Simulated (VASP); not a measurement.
**AgBiTeSe: single point with PBE**

AgBiTeSe:

```
Ag Bi Te Se
1.0
     4.20219    0.00000    0.00000
     0.00000    4.20219    0.00000
     0.00000    0.00000    6.29225
Ag Bi Te Se
1 1 1 1
Cartesian
  0.0000 0.0000 0.0000
  2.1011 2.1011 3.1461
  2.1011 2.1011 0.0000
  0.0000 0.0000 3.1461
```

```yaml
Program: VASP 6.6.1
Task: single point
Functional: PBE
Potentials_or_basis: VASP PAW PBE potentials, release 64 (Ag, Bi_d, Te, Se)
Cutoff: 520 eV
k_mesh: 6 × 6 × 4
Occupations: fermi-dirac, width 0.05 eV
Spin: no spin polarisation
```

The pressure is -0.1 GPa. The band gap on the k mesh is zero (bands 19 and 20 overlap by 0.61 eV).

Stress tensor (GPa, compression positive):
```
-0.80  0.00  0.00
 0.00 -0.80  0.00
 0.00  0.00  1.26
```

Levels at points of the mesh, in eV from the Fermi level:
```
           k point  band 16  band 17  band 18  band 19  band 20  band 21  band 22  band 23
(0.00, 0.00, 0.00)    -3.48    -1.35    -0.99    -0.99     1.04     3.60     3.78     3.78
(0.50, 0.00, 0.00)    -2.72    -2.13    -1.44    -0.40    -0.36     1.39     4.05     4.46
(0.50, 0.50, 0.00)    -3.23    -2.81    -2.81    -2.34     0.20     3.82     3.82     4.60
(0.00, 0.00, 0.50)    -2.13    -1.68    -1.21    -1.21     0.14     3.14     3.56     3.56
(0.50, 0.00, 0.50)    -1.70    -0.74    -0.40    -0.40    -0.34    -0.09     0.83     3.73
(0.50, 0.50, 0.50)    -3.21    -3.21    -2.31    -0.78     0.29     2.14     4.51     4.51
```

Wall time 78 s on 1 thread of Intel(R) Xeon(R) Platinum 8259CL CPU @ 2.50GHz (Skylake/Cascade Lake), on a shared host, peak memory 0.28 GiB.

Caveat: spin-orbit coupling is left out, which moves the levels of the heavy elements.
